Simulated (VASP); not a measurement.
A run of VASP 6.6.1:

The input INCAR:

```
  ALGO = Normal
  EDIFF = 1E-7
  ENCUT = 520
  GGA = PE
  ISIF = 2
  ISMEAR = 0
  LASPH = T
  LCHARG = F
  LREAL = F
  LWAVE = F
  NBANDS = 15
  NELM = 100
  PREC = Accurate
  SIGMA = 0.05
```

KPOINTS

```
k-points
0
Gamma
  10 10 8
```

File POSCAR:

```
BaS
1.0
    4.3867141797     -0.0459977502     -0.0137947639
   -2.2331923100      3.8205594449      0.0159684886
   -0.0125710978      0.0095452779      4.0581872911
Ba S
1 1
Direct
    0.0038017176     -0.0121363794      0.0559484450
    0.6628649491      0.3454697127      0.4440515550
```

Potentials or basis: VASP PAW PBE potentials, release 64 (Ba_sv, S).

Launch:

```sh
$ cat potpaw_PBE.64/Ba_sv/POTCAR potpaw_PBE.64/S/POTCAR > POTCAR
$ mpirun -np 1 vasp_std > vasp.out
```

Hardware: 1 thread of Intel(R) Xeon(R) 6975P-C (Granite Rapids), on a shared host.

Question: How long does it take, and how much memory?

Answer: Run time: 2.3 min on 1 thread of Intel(R) Xeon(R) 6975P-C (Granite Rapids), with other jobs on the host, peak memory 0.52 GiB. Counts: scf iterations 15, k points 404.
